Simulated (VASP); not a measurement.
Set up this calculation in VASP 6.6.1, as the native input.

```
Task                   : single point
Functional             : PBE
Potentials or basis    : VASP PAW PBE potentials, release 64 (C)
Cutoff                 : 520 eV
k mesh                 : 10 × 10 × 2
Occupations            : gaussian, width 0.05 eV
Spin                   : no spin polarisation
Dipole correction      : no
Further INCAR settings : LREAL = Auto; ALGO = Normal; EDIFF = 1e-07; NBANDS = 46
```

The structure of C lies in POSCAR:

```
C
1.0
   -2.5180184914      0.0000000000      0.0000000000
   -1.2590092457     -2.1806679808      0.0000000000
   -0.7554055474      0.0000000000     16.6091763648
C
16
Direct
   -0.2014452246      0.0000000000      0.6714840821
   -0.0514452246      0.0000000000      0.1714840821
   -0.2764452246      1.0000000000      0.9214840821
   -0.1264452246      1.0000000000      0.4214840821
   -0.2485547754      0.0000000000      0.8285159179
   -0.0985547754      0.0000000000      0.3285159179
   -0.0235547754      1.0000000000      0.0785159179
   -0.1735547754      1.0000000000      0.5785159179
    0.1225040489      0.3333333333      0.7027642813
    0.2725040489      0.3333333333      0.2027642813
    0.3808373823      0.6666666667      0.9527642813
    0.5308373823      0.6666666667      0.4527642813
    0.0941626177      0.3333333333      0.7972357187
    0.2441626177      0.3333333333      0.2972357187
    0.6524959511      0.6666666667      0.0472357187
    0.5024959511      0.6666666667      0.5472357187
```

This cell differs from its parent crystal: the part above a cut slid along it.

One way to write it, as run:

INCAR

```
SYSTEM = C
ALGO     = Normal         ! electronic algorithm
EDIFF    = 1E-7           ! SCF threshold, eV
ENCUT    = 520            ! plane-wave cutoff, eV
GGA      = PE             ! functional
ISIF     = 2              ! what is computed and relaxed
ISMEAR   = 0              ! smearing method
LASPH    = .TRUE.         ! aspherical terms in the spheres
LCHARG   = .TRUE.         ! write CHGCAR
LELF     = .TRUE.         ! ELF
LREAL    = Auto         
LVHAR    = .TRUE.       
LWAVE    = .FALSE.        ! write WAVECAR
NBANDS   = 46             ! bands
NELM     = 80             ! most SCF steps
PREC     = Accurate       ! precision mode
SIGMA    = 0.05           ! smearing width, eV
```

KPOINTS

```
k-points
0
G
  10 10 2
  0 0 0
```

Potentials or basis: VASP PAW PBE potentials, release 64 (C).

Run with:

```console
$ cat potpaw_PBE.64/C/POTCAR > POTCAR
$ mpirun -np 1 vasp_std > vasp.out
```

Results of the run:

The pressure is 1.2 GPa. The largest force is 4.485 eV/Å and the band gap on the k mesh is 2.61 eV (least direct gap 4.93 eV).

Caveat: the cell differs from its parent crystal (the part above a cut slid along it); the stress differs along the axes, from -4 to 5 GPa; forces of over 1 eV/Å act on the atoms, so gaps and moduli don't describe the material at rest.

Wall time 3 min on 1 thread of Intel(R) Xeon(R) 6975P-C (Granite Rapids), on a shared host, peak memory 0.3 GiB.
